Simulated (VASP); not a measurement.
# Ga16P16H (a cell with a defect) in VASP: notebook

Runs on Ga16P16H (a cell with a defect). Level: PBE. Tasks: single point.

All numbers are computed with VASP 6.6.1; they aren't measurements. Logs are shortened: lines on timing, memory, paths and dates and some standing lists are left out, and cuts for length are marked.

**1. The cell of the first run**

The cell holds a defect, 33 atoms: a = 9.535 Å, b = 9.535 Å, c = 9.535 Å, α = 109.47°, β = 109.47°, γ = 109.47°.

**2. Single point, PBE (with an interstitial atom, then relaxed in part)**

Contents of INCAR:

```
ALGO = Normal
EDIFF = 1E-7
ENCUT = 520
GGA = PE
ISIF = 2
ISMEAR = 0
LASPH = True
LCHARG = False
LREAL = Auto
LWAVE = False
NBANDS = 166
NELECT = 290.0
NELM = 100
PREC = Accurate
SIGMA = 0.01
```

Contents of KPOINTS:

```
k-points
0
Gamma
  2 2 2
```

Contents of POSCAR:

```
Ga16P16H
1.0
    5.5051169748      5.5051169748     -5.5051169748
   -5.5051169748     -5.5051169748     -5.5051169748
   -5.5051169748      5.5051169748      5.5051169748
Ga P H
16 16 1
Direct
    0.2506538911      0.5000000000      0.2506538911
    0.5000000000      0.2500000000      0.2500000000
    0.7500000000      0.0000000000      0.2500000000
    0.7493461089      0.5000000000      0.7493461089
    0.0000000000      0.5000000000      0.4946039094
    0.2500000000      0.2500000000      0.5000000000
    0.5053960906      0.0053960906      0.5053960906
    0.7500000000      0.7500000000      0.5000000000
    1.0000000000      0.7506538911      0.2506538911
    0.4946039094      0.5000000000      0.0000000000
    0.7493461089      0.2493461089      0.0000000000
    0.0000000000      0.2493461089      0.7493461089
    0.2500000000      1.0000000000      0.7500000000
    0.5000000000      0.7500000000      0.7500000000
    0.0000000000     -0.0053960906      0.0000000000
    0.2506538911      0.7506538911      0.0000000000
    0.2435996903      0.5000000000      0.0000000000
    0.4995362946      0.2499744319      0.0000000000
    0.7499744319     -0.0004637054      0.0000000000
    0.7499744319      0.5000000000      0.4995362946
    0.0000000000      0.5000000000      0.2435996903
    0.2500255681      0.2495618627      0.2500255681
    0.5004637054      0.0004637054      0.2504381373
    0.7495618627      0.7500255681      0.2500255681
    0.0000000000      0.7435996903      0.0000000000
    0.4995362946      0.5000000000      0.7499744319
    0.7564003097      0.2564003097      0.7564003097
    0.0000000000      0.2499744319      0.4995362946
    0.2504381373      0.0004637054      0.5004637054
    0.5004637054      0.7504381373      0.5004637054
    0.0000000000     -0.0004637054      0.7499744319
    0.2500255681      0.7500255681      0.7495618627
    0.0000000000      0.5000000000      0.0000000000
```

Potentials or basis: VASP PAW PBE potentials, release 64 (Ga_d, P, H).

The run is started by

```console
> cat potpaw_PBE.64/Ga_d/POTCAR potpaw_PBE.64/P/POTCAR potpaw_PBE.64/H/POTCAR > POTCAR
> mpirun -np 1 vasp_std > vasp.out
```

OUTCAR:

```text
EDIFF = 1E-7
   ENCUT = 520
   GGA = PE
   ISIF = 2
   ISMEAR = 0
   LASPH = True
   LREAL = Auto
   NELECT = 290.0
   NELM = 100
   PREC = Accurate

 ion  position               nearest neighbor table
   1  0.251  0.500  0.251-  17 2.37  21 2.37  22 2.38  30 2.38
   2  0.500  0.250  0.250-  23 2.38  20 2.38  22 2.38  18 2.38
   3  0.750  0.000  0.250-  23 2.38  19 2.38  24 2.38  28 2.38
   4  0.749  0.500  0.749-  25 2.37  27 2.37  26 2.38  20 2.38
   5  0.000  0.500  0.495-  21 2.39  20 2.40  28 2.40  32 2.40
   6  0.250  0.250  0.500-  29 2.38  26 2.38  28 2.38  22 2.38
[... 24 lines left out ...]
  31  0.000  1.000  0.750-   8 2.38  13 2.38  12 2.38  15 2.40
  32  0.250  0.750  0.750-  13 2.38  14 2.38  16 2.38   5 2.40
  33  0.000  0.500  0.000-

  LATTYP: Found a body centered cubic cell.
 ALAT       =    11.0102339496

  Lattice vectors:

 A1 = (   5.5051169748,   5.5051169748,  -5.5051169748)
 A2 = (  -5.5051169748,  -5.5051169748,  -5.5051169748)
 A3 = (  -5.5051169748,   5.5051169748,   5.5051169748)

Analysis of symmetry for initial positions (statically):
=====================================================================
 Subroutine PRICEL returns:
 Original cell was already a primitive cell.

 Routine SETGRP: Setting up the symmetry group for a
 body centered cubic supercell.

 Subroutine GETGRP returns: Found 24 space group operations
 (whereof  6 operations were pure point group operations)
 out of a pool of 48 trial point group operations.

The static configuration has the point symmetry C_3v.
 The point group associated with its full space group is T_d .

Analysis of symmetry for dynamics (positions and initial velocities):
=====================================================================
 Subroutine PRICEL returns:
 Original cell was already a primitive cell.

 Routine SETGRP: Setting up the symmetry group for a
 body centered cubic supercell.

 Subroutine GETGRP returns: Found 24 space group operations
 (whereof  6 operations were pure point group operations)
 out of a pool of 48 trial point group operations.

The dynamic configuration has the point symmetry C_3v.
 The point group associated with its full space group is T_d .

 Subroutine INISYM returns: Found 24 space group operations
 (whereof  6 operations are pure point group operations),
 and found     1 'primitive' translations

----------------------------------------------------------------------------------------

                                     Primitive cell

  volume of cell :     667.3592

  direct lattice vectors                    reciprocal lattice vectors
     5.505116975  5.505116975 -5.505116975     0.000000000  0.090824591 -0.090824591
    -5.505116975 -5.505116975 -5.505116975    -0.090824591  0.000000000 -0.090824591
    -5.505116975  5.505116975  5.505116975    -0.090824591  0.090824591  0.000000000

  length of vectors
     9.535142302  9.535142302  9.535142302     0.128445369  0.128445369  0.128445369

  position of ions in fractional coordinates (direct lattice)
     0.250653891  0.500000000  0.250653891
     0.500000000  0.250000000  0.250000000
     0.750000000  0.000000000  0.250000000
     0.749346109  0.500000000  0.749346109
     0.000000000  0.500000000  0.494603909
     0.250000000  0.250000000  0.500000000
[... 25 lines left out ...]
     0.250025568  0.750025568  0.749561863
     0.000000000  0.500000000  0.000000000

  ion indices of the primitive-cell ions
   primitive index   ion index
                 1           1
                 2           2
                 3           3
                 4           4
                 5           5
                 6           6
[... 25 lines left out ...]
                32          32
                33          33

----------------------------------------------------------------------------------------

 KPOINTS: k-points

Automatic generation of k-mesh.
 Grid dimensions read from file:
 generate k-points for:    2    2    2

 Generating k-lattice:

  Cartesian coordinates                     Fractional coordinates (reciprocal lattice)
     0.000000000  0.045412296 -0.045412296     0.500000000  0.000000000  0.000000000
    -0.045412296  0.000000000 -0.045412296     0.000000000  0.500000000  0.000000000
    -0.045412296  0.045412296  0.000000000     0.000000000  0.000000000  0.500000000

  Length of vectors
     0.064222684  0.064222684  0.064222684

  Shift w.r.t. Gamma in fractional coordinates (k-lattice)
     0.000000000  0.000000000  0.000000000

 Subroutine IBZKPT returns following result:
 ===========================================

 Found      3 irreducible k-points:

 Following reciprocal coordinates:
            Coordinates               Weight
  0.000000  0.000000  0.000000      1.000000
  0.500000  0.000000  0.000000      6.000000
  0.500000  0.500000  0.500000      1.000000
   k-points           NKPTS =      3   k-points in BZ     NKDIM =      3   number of bands    NBANDS=    166
   number of dos      NEDOS =    301   number of ions     NIONS =     33
   total plane-waves  NPLWV = 373248
   dimension x,y,z NGX =    72 NGY =   72 NGZ =   72
   dimension x,y,z NGXF=   144 NGYF=  144 NGZF=  144
   ions per type =              16  16   1
   NGX,Y,Z   is equivalent  to a cutoff of  12.55, 12.55, 12.55 a.u.
   NGXF,Y,Z  is equivalent  to a cutoff of  25.11, 25.11, 25.11 a.u.
 SYSTEM =  unknown system
   PREC   = accura    normal or accurate (medium, high low for compatibility)
   ISTART =      0    job   : 0-new  1-cont  2-samecut
   ICHARG =      2    charge: 1-file 2-atom 10-const
   ISPIN  =      1    spin polarized calculation?
   LNONCOLLINEAR =      F non collinear calculations
   LSORBIT =      F    spin-orbit coupling
   LASPH  =      T    aspherical Exc in radial PAW
   ENCUT  =  520.0 eV  38.22 Ry    6.18 a.u.  17.73 17.73 17.73*2*pi/ulx,y,z
   NELM   =    100;   NELMIN=  2; NELMDL= -5     # of ELM steps
   EDIFF  = 0.1E-06   stopping-criterion for ELM
   LREAL  =      T    real-space projection
   EDIFFG = 0.1E-05   stopping-criterion for IOM
   NSW    =      0    number of steps for IOM
   IBRION =     -1    ionic relax: 0-MD 1-quasi-New 2-CG
   NFREE  =      0    steps in history (QN), initial steepest desc. (CG)
   ISIF   =      2    stress and relaxation
   ISYM   =      2    0-nonsym 1-usesym 2-fastsym
   POTIM  = 0.5000    time-step for ionic-motion
   TEBEG  =    0.0;   TEEND  =   0.0 temperature during run
   PSTRESS=    0.0 pullay stress
   NELECT =     290.0000    total number of electrons
   NUPDOWN=      -1.0000    fix difference up-down
   EMIN   =  10.00;   EMAX   =-10.00  energy-range for DOS
   EFERMI =   0.00;   METHOD = LEGACY
   ISMEAR =     0;   SIGMA  =   0.01  broadening in eV -4-tet -1-fermi 0-gaus
   EFERMI_NEDOS =   21; number of points for ismear=-14 and -15
   IALGO  =     38    algorithm
   IMIX   =      4    mixing-type and parameters
     AMIX     =   0.40;   BMIX     =  1.00
     AMIX_MAG =   1.60;   BMIX_MAG =  1.00
  volume/ion in A,a.u.               =      20.22       136.47
  Fermi-wavevector in a.u.,A,eV,Ry     =   1.239998  2.343256 20.920247  1.537595
  Thomas-Fermi vector in A             =   2.374457
   LORBIT       =      0    0 simple, 1 ext, 2 COOP (PROOUT), +10 PAW based schemes
   GGA     = PE    functional components
   LHFCALC =     F    Hartree Fock is set to
   AEXX    =    0.0000 exact exchange contribution
   IVDW    =     0    specifies the selected vdW correction
   LEPSILON=     F    determine dielectric tensor
   LRPA    =     F    only Hartree local field effects (RPA)
 non-spin polarized calculation
 Gauss-broadening in eV      SIGMA  =   0.01
  energy-cutoff  :      520.00
  volume of cell :      667.36
 maximum number of plane-waves:     18084
 NGX is ok and might be reduce to    72
   NGX = 35   NGY = 35   NGZ = 35

 number of electron     290.0000136 magnetization

 Free energy of the ion-electron system (eV)
  ---------------------------------------------------
  ext. energy  EPLUGINS =         0.00000000
  ---------------------------------------------------
  free energy    TOTEN  =      -142.01967494 eV

  energy without entropy =     -142.01967494  energy(sigma->0) =     -142.01967494

 E-fermi :   5.3393     XC(G=0):  -9.7621

 val. band max:        5.2627777464   @ k =   0.5000   0.0000   0.0000
 cond. band min:       5.9276687011   @ k =   0.5000   0.5000   0.5000
 fundamental gap:      0.6648909547
 Fermi energy:         5.3392738519

 k-point     1 :       0.0000    0.0000    0.0000
  band No.  band energies     occupation
      1     -10.2599      2.00000
      2     -10.2599      2.00000
      3     -10.2599      2.00000
      4     -10.2437      2.00000
      5     -10.2437      2.00000
      6     -10.2437      2.00000
[... 149 lines left out ...]
    156       7.4343      0.00000
    157       7.4343      0.00000

 k-point     2 :       0.5000    0.0000    0.0000
  band No.  band energies     occupation
      1     -10.2524      2.00000
      2     -10.2516      2.00000
      3     -10.2492      2.00000
      4     -10.2490      2.00000
      5     -10.2476      2.00000
      6     -10.2457      2.00000
[... 149 lines left out ...]
    156       7.2271      0.00000
    157       7.5153      0.00000

 k-point     3 :       0.5000    0.5000    0.5000
  band No.  band energies     occupation
      1     -10.2483      2.00000
      2     -10.2483      2.00000
      3     -10.2483      2.00000
      4     -10.2482      2.00000
      5     -10.2482      2.00000
      6     -10.2482      2.00000
[... 149 lines left out ...]
    156       7.9479      0.00000
    157       7.9479      0.00000
 [bands above 157 left out]

------------------------ aborting loop because EDIFF is reached ----------------------------------------

  FORCE on cell =-STRESS in cart. coord.  units (eV):
  Direction    XX          YY          ZZ          XY          YZ          ZX
  --------------------------------------------------------------------------------------
  -------------------------------------------------------------------------------------
  Total       10.1558868     10.1558868     10.1558868     -0.0000000     -0.0000000      0.0000000
  in kB       24.3819697     24.3819697     24.3819697     -0.0000000     -0.0000000      0.0000000
  external PRESSURE =      24.3819697 kB  Pullay stress =       0.0000000 kB

 VOLUME and BASIS-vectors are now :
 -----------------------------------------------------------------------------
  energy-cutoff  :      520.00
  volume of cell :      667.36
      direct lattice vectors                 reciprocal lattice vectors
     5.505116975  5.505116975 -5.505116975     0.000000000  0.090824591 -0.090824591
    -5.505116975 -5.505116975 -5.505116975    -0.090824591  0.000000000 -0.090824591
    -5.505116975  5.505116975  5.505116975    -0.090824591  0.090824591  0.000000000

 POSITION                                       TOTAL-FORCE (eV/Angst)
 -----------------------------------------------------------------------------------
     -2.75256      0.00720     -2.75256         0.000000      0.008313      0.000000
      0.00000      2.75256     -2.75256        -0.000000     -0.000000     -0.000000
      2.75256      5.50512     -2.75256         0.000000     -0.000000     -0.000000
     -2.75256      5.49792     -2.75256         0.000000     -0.008313      0.000000
     -5.47541     -0.02971     -0.02971         0.003034     -0.003034     -0.003034
     -2.75256      2.75256      0.00000        -0.000000     -0.000000     -0.000000
[... 25 lines left out ...]
     -6.87898      1.37387     -1.37897        -0.006306      0.006306      0.001467
     -2.75256     -2.75256     -2.75256        -0.000000     -0.000000     -0.000000
 -----------------------------------------------------------------------------------
    total drift:                               -0.000039      0.000039     -0.000036

  FREE ENERGIE OF THE ION-ELECTRON SYSTEM (eV)
  ---------------------------------------------------
  free  energy   TOTEN  =      -142.0196749441 eV

  energy  without entropy=     -142.0196749441  energy(sigma->0) =     -142.01967494
```

It took 20 min on 1 thread of Intel Xeon Platinum 8259CL at 2.50GHz (Skylake/Cascade Lake), shared host; peak memory 0.86 GiB.

What came out:

* Free energy: -142.0197 eV
* Largest force: 0.009 eV/Å

Forces on the atoms (eV/Å):
```
Ga   0.000  0.008  0.000
Ga   0.000  0.000  0.000
Ga   0.000  0.000  0.000
Ga   0.000 -0.008  0.000
Ga   0.003 -0.003 -0.003
Ga   0.000  0.000  0.000
Ga  -0.003  0.003 -0.003
Ga   0.000  0.000  0.000
Ga  -0.008  0.000  0.000
Ga  -0.003 -0.003  0.003
Ga   0.000  0.000  0.008
Ga   0.008  0.000  0.000
Ga   0.000  0.000  0.000
Ga   0.000  0.000  0.000
Ga   0.003  0.003  0.003
Ga   0.000  0.000 -0.008
P   -0.002 -0.002  0.002
P    0.006  0.006 -0.001
P   -0.006 -0.006 -0.001
P   -0.006  0.001  0.006
P    0.002 -0.002 -0.002
P   -0.006 -0.001 -0.006
P    0.006 -0.006  0.001
P    0.001  0.006 -0.006
P    0.002  0.002  0.002
P    0.006  0.001 -0.006
P   -0.002  0.002 -0.002
P   -0.001  0.006  0.006
P    0.001 -0.006  0.006
P    0.006 -0.001  0.006
P   -0.001 -0.006 -0.006
P   -0.006  0.006  0.001
H    0.000  0.000  0.000
```

Caveat: the cell carries a net charge on a neutralising background, which shifts energy and pressure; the cell differs from its parent crystal (with an interstitial atom, then relaxed in part); the cell is charged against a uniform background, so pressure and absolute levels hang on convention.

**3. Single point, PBE (with an interstitial atom, then relaxed in part)**

Contents of INCAR:

```
SYSTEM = Ga16P16H
  PREC = Accurate
  ENCUT = 520
  EDIFF = 1E-7
  ISMEAR = 0
  SIGMA = 0.01
  LREAL = Auto
  LASPH = .TRUE.
  NELM = 100
  ALGO = Normal
  ISIF = 2
  LWAVE = .FALSE.
  LCHARG = .FALSE.
  GGA = PE
  NBANDS = 166
  NELECT = 288.0
```

Contents of KPOINTS:

```
regular mesh
0
G
  1 1 1
  0 0 0
```

Contents of POSCAR:

```
Ga16P16H
1.0
    5.5051169748      5.5051169748     -5.5051169748
   -5.5051169748     -5.5051169748     -5.5051169748
   -5.5051169748      5.5051169748      5.5051169748
Ga P H
16 16 1
Direct
    0.2520883554      0.5000000000      0.2520883554
    0.5000000000      0.2500000000      0.2500000000
    0.7500000000      0.0000000000      0.2500000000
    0.7479116446      0.5000000000      0.7479116446
    0.0000000000      0.5000000000      0.4984702798
    0.2500000000      0.2500000000      0.5000000000
    0.5015297202      0.0015297202      0.5015297202
    0.7500000000      0.7500000000      0.5000000000
    1.0000000000      0.7520883554      0.2520883554
    0.4984702798      0.5000000000      0.0000000000
    0.7479116446      0.2479116446      0.0000000000
    0.0000000000      0.2479116446      0.7479116446
    0.2500000000      1.0000000000      0.7500000000
    0.5000000000      0.7500000000      0.7500000000
    0.0000000000     -0.0015297202      0.0000000000
    0.2520883554      0.7520883554      0.0000000000
    0.2454571284      0.5000000000      0.0000000000
    0.4991331111      0.2493592551      0.0000000000
    0.7493592551     -0.0008668889      0.0000000000
    0.7493592551      0.5000000000      0.4991331111
    0.0000000000      0.5000000000      0.2454571284
    0.2506407449      0.2497738561      0.2506407449
    0.5008668889      0.0008668889      0.2502261439
    0.7497738561      0.7506407449      0.2506407449
    0.0000000000      0.7454571284      0.0000000000
    0.4991331111      0.5000000000      0.7493592551
    0.7545428716      0.2545428716      0.7545428716
    0.0000000000      0.2493592551      0.4991331111
    0.2502261439      0.0008668889      0.5008668889
    0.5008668889      0.7502261439      0.5008668889
    0.0000000000     -0.0008668889      0.7493592551
    0.2506407449      0.7506407449      0.7497738561
    0.0000000000      0.5000000000      0.0000000000
```

Potentials or basis: VASP PAW PBE potentials, release 64 (Ga_d, P, H).

The run is started by

```console
> cat potpaw_PBE.64/Ga_d/POTCAR potpaw_PBE.64/P/POTCAR potpaw_PBE.64/H/POTCAR > POTCAR
> mpirun -np 1 vasp_gam > vasp.out
```

It took 15 min on 1 thread of Intel Xeon 8259CL, shared host; peak memory 0.73 GiB.

Results (log left out):

| Property | Result |
| --- | --- |
| Free energy | -147.9149 eV |
| Largest force | 0.024 eV/Å |

Forces on the atoms (eV/Å):
```
Ga   0.000  0.001  0.000
Ga   0.000  0.000  0.000
Ga   0.000  0.000  0.000
Ga   0.000 -0.001  0.000
Ga  -0.007  0.007  0.007
Ga   0.000  0.000  0.000
Ga   0.007 -0.007  0.007
Ga   0.000  0.000  0.000
Ga  -0.001  0.000  0.000
Ga   0.007  0.007 -0.007
Ga   0.000  0.000  0.001
Ga   0.001  0.000  0.000
Ga   0.000  0.000  0.000
Ga   0.000  0.000  0.000
Ga  -0.007 -0.007 -0.007
Ga   0.000  0.000 -0.001
P   -0.014 -0.014  0.014
P    0.011  0.011  0.014
P   -0.011 -0.011  0.014
P   -0.011 -0.014  0.011
P    0.014 -0.014 -0.014
P   -0.011  0.014 -0.011
P    0.011 -0.011 -0.014
P   -0.014  0.011 -0.011
P    0.014  0.014  0.014
P    0.011 -0.014 -0.011
P   -0.014  0.014 -0.014
P    0.014  0.011  0.011
P   -0.014 -0.011  0.011
P    0.011  0.014  0.011
P    0.014 -0.011 -0.011
P   -0.011  0.011 -0.014
H    0.000  0.000  0.000
```

Levels at points of the mesh, in eV from the Fermi level:
| k point | band 141 | band 142 | band 143 | band 144 | band 145 | band 146 | band 147 | band 148 | band 149 | band 150 |
| --- | --- | --- | --- | --- | --- | --- | --- | --- | --- | --- |
| (0.00, 0.00, 0.00) | -1.14 | -0.01 | -0.01 | -0.01 | 0.00 | 1.58 | 1.72 | 1.72 | 1.72 | 1.88 |

Caveat: the k points lie up to 0.81 Å⁻¹ apart, too coarse for converged energies, forces and pressures; the cell carries a net charge on a neutralising background, which shifts energy and pressure; the cell differs from its parent crystal (with an interstitial atom, then relaxed in part); the cell is charged against a uniform background, so pressure and absolute levels hang on convention.
